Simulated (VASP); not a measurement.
Write the native input for VASP 6.6.1 that does the following.

```
Task                   : single point
Functional             : PBE
Potentials or basis    : VASP PAW PBE potentials, release 64 (H)
Cutoff                 : 500 eV
k mesh                 : 8 × 8 × 8
Occupations            : gaussian, width 0.1 eV
Spin                   : no spin polarisation
Dipole correction      : no
Further INCAR settings : ALGO = Normal; EDIFF = 1e-06; NBANDS = 6
```

The structure of H lies in POSCAR:

```
H
1.0
    0.0000000000      1.7206578369      1.7206578369
    1.7206578369      0.0000000000      1.7206578369
    1.7206578369      1.7206578369      0.0000000000
H
1
Direct
    0.0000000000      0.0000000000      0.0000000000
```

The input as run:

INCAR

```
ALGO = Normal
EDIFF = 1E-6
ENCUT = 500
GGA = PE
GGA_COMPAT = F
ISIF = 2
ISMEAR = 0
LASPH = T
LCHARG = F
LREAL = F
LWAVE = F
NBANDS = 6
NELM = 120
PREC = Accurate
SIGMA = 0.1
```

KPOINTS

```
k-points
0
Gamma
  8 8 8
```

Potentials or basis: VASP PAW PBE potentials, release 64 (H).

Command:

```console
$ cat potpaw_PBE.64/H/POTCAR > POTCAR
$ mpirun -np 1 vasp_std > vasp.out
```

Results of the run:

```
Pressure : -15.8 GPa
```

Caveat: the k points lie up to 0.40 Å⁻¹ apart.

Run time: 4 s on 1 thread of Intel Xeon 8259CL (shared host), peak memory 0.11 GiB.
